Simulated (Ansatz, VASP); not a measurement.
# Two plane-wave programs on TaC

```
Ta C
1.0
     0.00000    4.47540   -4.47540
     4.47540    4.47540    0.00000
     4.47540    0.00000   -4.47540
Ta C
8 8
Direct
  0.50000 0.50000 0.00000
  0.50000 0.00000 0.00000
  0.00000 0.50000 0.00000
  0.00000 0.00000 0.00000
  0.50000 0.50000 0.50000
  0.50000 0.00000 0.50000
  0.00000 0.50000 0.50000
  0.00000 0.00000 0.50000
  0.25000 0.75000 0.25000
  0.25000 0.25000 0.25000
  0.75000 0.75000 0.25000
  0.75000 0.25000 0.25000
  0.25000 0.75000 0.75000
  0.25000 0.25000 0.75000
  0.75000 0.75000 0.75000
  0.75000 0.25000 0.75000
```

Alike in both runs: task single point; functional PBE; k mesh 8 × 8 × 8; occupations gaussian, width 0.1 eV; no spin polarisation.

```csv
,VASP,Ansatz
version,VASP 6.6.1,Ansatz 0.2.0
potentials or method,"VASP PAW PBE potentials, release 64 (Ta_pv, C), cutoff 520 eV","scalar-relativistic, plane waves, PAW"
valence electrons in the cell,120,136
```

|  | VASP | Ansatz | Ansatz less VASP |
| --- | --- | --- | --- |
| gap on the k mesh at the Fermi level (eV) | none | none | - |
| pressure (GPa) | 0.7 | 0.0 | -0.73 |

A gap of «none» marks a metal or a gap that the smearing closes. VASP's potentials hold 120 valence electrons a cell and Ansatz's 136, so a difference there can come from the potentials and not from the codes.

Neither program's run includes spin-orbit coupling.
